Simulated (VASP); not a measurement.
# Be6N (P6/mmm) in VASP: notebook, part 3 of 3

VASP 6.6.1.

## 5. Single point, PBE

INCAR

```
  PREC = Accurate
  ENCUT = 520
  EDIFF = 1E-7
  ISMEAR = 0
  SIGMA = 0.1
  LREAL = False
  LASPH = True
  NELM = 80
  ALGO = Normal
  ISIF = 2
  LWAVE = False
  LCHARG = False
  GGA = PE
  NBANDS = 18
```

KPOINTS

```
regular mesh
0
Gamma
  6 6 6
```

POSCAR

```
Be6N
1.0
    6.4414704181      0.0000000048      0.0000000000
   -3.2207352132      5.5784770175      0.0000000000
    0.0000000000      0.0000000000      1.9925751927
Be N
6 1
Direct
    0.0000000000      0.3362136356      0.5000000000
    0.6637863644      0.6637863644      0.5000000000
    0.3362136356      0.0000000000      0.5000000000
    0.0000000000      0.6637863644      0.5000000000
    0.3362136356      0.3362136356      0.5000000000
    0.6637863644      0.0000000000      0.5000000000
    0.0000000000      0.0000000000      0.0000000000
```

Potentials or basis: VASP PAW PBE potentials, release 64 (Be, N).

Command:

```
> cat potpaw_PBE.64/Be/POTCAR potpaw_PBE.64/N/POTCAR > POTCAR
> mpirun -np 1 vasp_std > vasp.out
```

OUTCAR:

```text
PREC = Accurate
   ENCUT = 520
   EDIFF = 1E-7
   ISMEAR = 0
   LREAL = False
   LASPH = True
   NELM = 80
   ISIF = 2
   GGA = PE

 ion  position               nearest neighbor table
   1  0.000  0.336  0.500-   4 2.11   5 2.17   6 2.17
   2  0.664  0.664  0.500-   5 2.11   4 2.17   6 2.17
   3  0.336  0.000  0.500-   6 2.11   5 2.17   4 2.17
   4  0.000  0.664  0.500-   1 2.11   2 2.17   3 2.17
   5  0.336  0.336  0.500-   2 2.11   1 2.17   3 2.17
   6  0.664  0.000  0.500-   3 2.11   2 2.17   1 2.17
   7  0.000  0.000  0.000-

  LATTYP: Found a hexagonal cell.
 ALAT       =     6.4414704181
 C/A-ratio  =     0.3093354566

  Lattice vectors:

 A1 = (   6.4414704181,   0.0000000048,   0.0000000000)
 A2 = (  -3.2207352132,   5.5784770175,   0.0000000000)
 A3 = (   0.0000000000,   0.0000000000,   1.9925751927)

Analysis of symmetry for initial positions (statically):
=====================================================================
 Subroutine PRICEL returns:
 Original cell was already a primitive cell.

 Routine SETGRP: Setting up the symmetry group for a
 hexagonal supercell.

 Subroutine GETGRP returns: Found 24 space group operations
 (whereof 24 operations were pure point group operations)
 out of a pool of 24 trial point group operations.

The static configuration has the point symmetry D_6h.

Analysis of symmetry for dynamics (positions and initial velocities):
=====================================================================
 Subroutine PRICEL returns:
 Original cell was already a primitive cell.

 Routine SETGRP: Setting up the symmetry group for a
 hexagonal supercell.

 Subroutine GETGRP returns: Found 24 space group operations
 (whereof 24 operations were pure point group operations)
 out of a pool of 24 trial point group operations.

The dynamic configuration has the point symmetry D_6h.

 Subroutine INISYM returns: Found 24 space group operations
 (whereof 24 operations are pure point group operations),
 and found     1 'primitive' translations

----------------------------------------------------------------------------------------

                                     Primitive cell

  volume of cell :      71.6004

  direct lattice vectors                    reciprocal lattice vectors
     6.441470418  0.000000005  0.000000000     0.155244057  0.089630198  0.000000000
    -3.220735213  5.578477018  0.000000000    -0.000000000  0.179260396  0.000000000
     0.000000000  0.000000000  1.992575193     0.000000000  0.000000000  0.501863118

  length of vectors
     6.441470418  6.441470418  1.992575193     0.179260396  0.179260396  0.501863118

  position of ions in fractional coordinates (direct lattice)
     1.000000000  0.336213636  0.500000000
     0.663786364  0.663786364  0.500000000
     0.336213636  0.000000000  0.500000000
     1.000000000  0.663786364  0.500000000
     0.336213636  0.336213636  0.500000000
     0.663786364  0.000000000  0.500000000
     0.000000000  0.000000000  0.000000000

  ion indices of the primitive-cell ions
   primitive index   ion index
                 1           1
                 2           2
                 3           3
[... 27 lines left out ...]
 ===========================================

 Found     28 irreducible k-points:

 Following reciprocal coordinates:
            Coordinates               Weight
  0.000000  0.000000  0.000000      1.000000
  0.166667  0.000000  0.000000      6.000000
  0.333333  0.000000  0.000000      6.000000
  0.500000  0.000000  0.000000      3.000000
  0.166667  0.166667  0.000000      6.000000
  0.333333  0.166667  0.000000     12.000000
[... 16 lines left out ...]
  0.166667  0.000000  0.500000      6.000000
  0.333333  0.000000  0.500000      6.000000
 [... further k-points ...]
   k-points           NKPTS =     28   k-points in BZ     NKDIM =     28   number of bands    NBANDS=     18
   number of dos      NEDOS =    301   number of ions     NIONS =      7
   total plane-waves  NPLWV =  36864
   dimension x,y,z NGX =    48 NGY =   48 NGZ =   16
   dimension x,y,z NGXF=    96 NGYF=   96 NGZF=   32
   ions per type =               6   1
   NGX,Y,Z   is equivalent  to a cutoff of  12.39, 12.39, 13.35 a.u.
   NGXF,Y,Z  is equivalent  to a cutoff of  24.78, 24.78, 26.70 a.u.
 SYSTEM =  unknown system
   PREC   = accura    normal or accurate (medium, high low for compatibility)
   ISTART =      0    job   : 0-new  1-cont  2-samecut
   ICHARG =      2    charge: 1-file 2-atom 10-const
   ISPIN  =      1    spin polarized calculation?
   LNONCOLLINEAR =      F non collinear calculations
   LSORBIT =      F    spin-orbit coupling
   LASPH  =      T    aspherical Exc in radial PAW
   ENCUT  =  520.0 eV  38.22 Ry    6.18 a.u.  11.98 11.98  3.70*2*pi/ulx,y,z
   NELM   =     80;   NELMIN=  2; NELMDL= -5     # of ELM steps
   EDIFF  = 0.1E-06   stopping-criterion for ELM
   LREAL  =      F    real-space projection
   EDIFFG = 0.1E-05   stopping-criterion for IOM
   NSW    =      0    number of steps for IOM
   IBRION =     -1    ionic relax: 0-MD 1-quasi-New 2-CG
   NFREE  =      0    steps in history (QN), initial steepest desc. (CG)
   ISIF   =      2    stress and relaxation
   ISYM   =      2    0-nonsym 1-usesym 2-fastsym
   POTIM  = 0.5000    time-step for ionic-motion
   TEBEG  =    0.0;   TEEND  =   0.0 temperature during run
   PSTRESS=    0.0 pullay stress
   NELECT =      17.0000    total number of electrons
   NUPDOWN=      -1.0000    fix difference up-down
   EMIN   =  10.00;   EMAX   =-10.00  energy-range for DOS
   EFERMI =   0.00;   METHOD = LEGACY
   ISMEAR =     0;   SIGMA  =   0.10  broadening in eV -4-tet -1-fermi 0-gaus
   EFERMI_NEDOS =   21; number of points for ismear=-14 and -15
   IALGO  =     38    algorithm
   IMIX   =      4    mixing-type and parameters
     AMIX     =   0.40;   BMIX     =  1.00
     AMIX_MAG =   1.60;   BMIX_MAG =  1.00
  volume/ion in A,a.u.               =      10.23        69.03
  Fermi-wavevector in a.u.,A,eV,Ry     =   1.013723  1.915659 13.981817  1.027635
  Thomas-Fermi vector in A             =   2.146909
   LORBIT       =      0    0 simple, 1 ext, 2 COOP (PROOUT), +10 PAW based schemes
   GGA     = PE    functional components
   LHFCALC =     F    Hartree Fock is set to
   AEXX    =    0.0000 exact exchange contribution
   IVDW    =     0    specifies the selected vdW correction
   LEPSILON=     F    determine dielectric tensor
   LRPA    =     F    only Hartree local field effects (RPA)
 non-spin polarized calculation
 Gauss-broadening in eV      SIGMA  =   0.10
  energy-cutoff  :      520.00
  volume of cell :       71.60
 maximum number of plane-waves:      1956
 NGX is ok and might be reduce to    48
   NGX = 23   NGY = 23   NGZ =  7

 number of electron      17.0000001 magnetization

 Free energy of the ion-electron system (eV)
  ---------------------------------------------------
  ext. energy  EPLUGINS =         0.00000000
  ---------------------------------------------------
  free energy    TOTEN  =       -22.69942375 eV

  energy without entropy =      -22.69376962  energy(sigma->0) =      -22.69659669

 E-fermi :   4.2535     XC(G=0):  -9.7467

 val. band max:        4.2458324972   @ k =   0.0000   0.0000   0.3333
 cond. band min:       4.3451253806   @ k =   0.1667   0.1667   0.5000
 fundamental gap:      0.0992928835
 Fermi energy:         4.2534513595

 k-point     1 :       0.0000    0.0000    0.0000
  band No.  band energies     occupation
      1     -13.0876      2.00000
      2      -3.7751      2.00000
      3      -3.7751      2.00000
      4      -3.4170      2.00000
      5      -0.9884      2.00000
      6      -0.9884      2.00000
[... 481 lines left out ...]
      5       2.3155      2.00000
      6       4.0717      1.98983
[... 10 lines left out ...]
     17       9.3680      0.00000
     18       9.7027      0.00000

 [... further k-points ...]
[... 5 lines left out ...]
  --------------------------------------------------------------------------------------
  -------------------------------------------------------------------------------------
  Total        0.1234483      0.1234483     -0.0389273      0.0000000      0.0000000      0.0000000
  in kB        2.7623592      2.7623592     -0.8710623      0.0000000      0.0000000      0.0000000
  external PRESSURE =       1.5512187 kB  Pullay stress =       0.0000000 kB

 VOLUME and BASIS-vectors are now :
 -----------------------------------------------------------------------------
  energy-cutoff  :      520.00
  volume of cell :       71.60
      direct lattice vectors                 reciprocal lattice vectors
     6.441470418  0.000000005  0.000000000     0.155244057  0.089630198  0.000000000
    -3.220735213  5.578477018  0.000000000    -0.000000000  0.179260396  0.000000000
     0.000000000  0.000000000  1.992575193     0.000000000  0.000000000  0.501863118

 POSITION                                       TOTAL-FORCE (eV/Angst)
 -----------------------------------------------------------------------------------
     -1.08286      1.87556      0.99629        -0.003051      0.005284     -0.000000
      2.13788      3.70292      0.99629        -0.003051     -0.005284      0.000000
      2.16571      0.00000      0.99629         0.006101      0.000000      0.000000
     -2.13788      3.70292      0.99629         0.003051     -0.005284      0.000000
      1.08286      1.87556      0.99629         0.003051      0.005284     -0.000000
      4.27576      0.00000      0.99629        -0.006101     -0.000000      0.000000
      0.00000      0.00000      0.00000        -0.000000      0.000000      0.000000
 -----------------------------------------------------------------------------------
    total drift:                               -0.000000      0.000000      0.000000

  FREE ENERGIE OF THE ION-ELECTRON SYSTEM (eV)
  ---------------------------------------------------
  free  energy   TOTEN  =       -22.6994237542 eV

  energy  without entropy=      -22.6937696194  energy(sigma->0) =      -22.69659669
```

Wall time 25 s (1 thread of Intel Xeon Platinum 8375C at 2.90GHz (Ice Lake), shared host); peak memory 0.19 GiB.

What came out:

```
Free energy   : -22.6994 eV
Pressure      : 0.2 GPa
Largest force : 0.006 eV/Å
```

Forces on the atoms (eV/Å):
```
Be  -0.003  0.005  0.000
Be  -0.003 -0.005  0.000
Be   0.006  0.000  0.000
Be   0.003 -0.005  0.000
Be   0.003  0.005  0.000
Be  -0.006  0.000  0.000
N    0.000  0.000  0.000
```

Levels at points of the mesh, in eV from the Fermi level:
```
           k point  band 6  band 7  band 8  band 9  band 10  band 11
(0.00, 0.00, 0.00)   -5.24   -3.96   -0.74   -0.72    -0.72    -0.30
(0.50, 0.00, 0.00)   -4.23   -4.16   -2.96   -1.82    -0.96     0.72
(0.00, 0.00, 0.50)   -0.51   -0.51    1.95    2.18     2.18     2.98
(0.50, 0.00, 0.50)    0.18    0.51    0.81    1.86     2.10     2.54
```

Caveat: the k points lie up to 0.53 Å⁻¹ apart.

## 6. Overview

```tsv
task	cell	k mesh	cutoff (eV)	gap on the mesh (eV)	pressure (GPa)	largest force (eV/Å)
single point	a = 6.385, b = 6.385, c = 2.031 Å, angles 90.0, 90.0, 120.0°, 7 atoms	6 × 6 × 18	520	none	0.1	-
relaxation of cell and atoms	relaxed from a = 6.441, b = 6.441, c = 1.993 Å, angles 90.0, 90.0, 120.0°, 7 atoms	6 × 6 × 18	600	-	0.1	0.01
single point	a = 3.900, b = 3.900, c = 3.304 Å, angles 90.0, 90.0, 120.0°, 7 atoms	6 × 6 × 6	520	none	218.2	0.07
single point	a = 6.441, b = 6.441, c = 1.993 Å, angles 90.0, 90.0, 120.0°, 7 atoms	6 × 6 × 6	520	none	0.2	0.01
```

Alike in all rows: level PBE; potentials or basis VASP PAW PBE potentials, release 64 (Be, N); no spin polarisation; smearing gaussian 0.1 eV.

Caveats: some runs use coarse meshes; the bands computed are all filled at some k points, so no gap is given (some runs).

Total energies depend on the potentials used, so only differences within one code and one set of settings carry meaning.
